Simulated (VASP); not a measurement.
Crystal: NaCl.

```xyz
8
Lattice="4.0267 0.0000 0.0000 -2.0134 3.4873 0.0000 0.0000 0.0000 13.1513" Properties=species:S:1:pos:R:3 pbc="T T T"
Na    0.0000    0.0000    0.0000
Na    0.0000    2.3248    3.2878
Na    0.0000    0.0000    6.5756
Na    2.0134    1.1624    9.8635
Cl    2.0134    1.1624    1.6439
Cl    2.0134    1.1624    4.9317
Cl    0.0000    2.3248    8.2195
Cl    0.0000    2.3248   11.5074
```

```yaml
Program: VASP 6.6.1
Task: relaxation of cell and atoms
Functional: PBE
Potentials_or_basis: VASP PAW PBE potentials, release 64 (Na_pv, Cl)
Cutoff: 500 eV
k_mesh: 9 × 9 × 3
Occupations: gaussian, width 0.02 eV
Spin: no spin polarisation
```

At the start: pressure 0.5 GPa; volume 23.08 Å³/atom.

**Question.** How do energy, volume and symmetry change on relaxing?

**Answer.** Over 6 steps the energy falls by 11.0 meV/atom and the volume is 23.34 Å³/atom (+1.1 %); space group P6_3/mmc (No. 194, to 0.1 Å) before and after.

Step by step:
| step | energy change (eV) | largest force (eV/Å) | pressure (GPa) | volume (Å³) |
| --- | --- | --- | --- | --- |
| 1 | 0.0000 | 0.3405 | 0.51 | 184.67 |
| 2 | -0.0521 | 0.2081 | 0.15 | 186.64 |
| 3 | -0.0836 | 0.0098 | -0.40 | 190.14 |
| 4 | -0.0838 | 0.0224 | -0.37 | 189.88 |
| 5 | -0.0873 | 0.0068 | -0.16 | 188.06 |
| 6 | -0.0880 | 0.0058 | 0.01 | 186.69 |

Final structure:
```xyz
8
Lattice="3.9690 0.0000 0.0000 -1.9845 3.4373 0.0000 0.0000 0.0000 13.6843" Properties=species:S:1:pos:R:3 pbc="T T T"
Na    0.0000    0.0000    0.0000
Na    0.0000    2.2915    3.4211
Na    0.0000    0.0000    6.8421
Na    1.9845    1.1458   10.2632
Cl    1.9845    1.1458    1.6602
Cl    1.9845    1.1458    5.1820
Cl    0.0000    2.2915    8.5023
Cl    0.0000    2.2915   12.0241
```
